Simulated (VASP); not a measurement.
Runs of VASP 6.6.1 on BaZrO3. The structure is that of space group Pm-3m (No. 221), or close to it. The cells are those of the table. 

| task | potentials or basis | cell | cutoff (eV) | second run | gap on the mesh (eV) | pressure (GPa) |
| --- | --- | --- | --- | --- | --- | --- |
| relaxation of cell and atoms | VASP PAW LDA potentials, release 64 (Ba_sv, Zr_sv, O) | relaxed to 15 GPa from a = 4.147 Å, 5 atoms | 600 | - | 3.25 | 15.0 |
| single point | VASP PAW LDA potentials, release 64 (Ba_sv, Zr_sv, O) | a = 4.147 Å, 5 atoms | 520 | - | 3.13 | 1.6 |
| single point | VASP PAW LDA potentials, release 64 (Ba_sv, Zr_sv, O) | a = 4.132 Å, 5 atoms | 520 | - | 3.15 | 3.6 |
| single point | VASP PAW LDA potentials, release 64 (Ba_sv, Zr_sv, O_h) | a = 4.097 Å, 5 atoms | 910 | hard_potentials | (b) | 8.5 |
| relaxation of cell and atoms | VASP PAW LDA potentials, release 64 (Ba_sv, Zr_sv, O) | relaxed to 2 GPa from a = 4.147 Å, 5 atoms | 600 | - | 3.13 | 2.0 |
| relaxation of cell and atoms | VASP PAW LDA potentials, release 64 (Ba_sv, Zr_sv, O) | relaxed to 10 GPa from a = 4.147 Å, 5 atoms | 600 | - | 3.21 | 10.0 |
| single point | VASP PAW LDA potentials, release 64 (Ba_sv, Zr_sv, O_h) | a = 4.132 Å, 5 atoms | 910 | hard_potentials | 3.15 | (a) |

Alike in all rows: level LDA; no spin polarisation; k mesh 4 × 4 × 4; smearing gaussian 0.01 eV.

Q: Fill in the values left out.

A: (a) 3.3; (b) 3.20.

Caveats: spin-orbit coupling is left out, which moves the levels of the heavy elements; the cell is relaxed towards a set pressure, so the enthalpy falls and the energy may rise (some runs); the cutoff is under 1.25 times the usual one of these potentials, so pressure, stress and relaxed cells hold a basis-set (Pulay) error (some runs).

A k mesh can miss the band edges, and the runs leave out spin-orbit coupling on Ba, Zr.
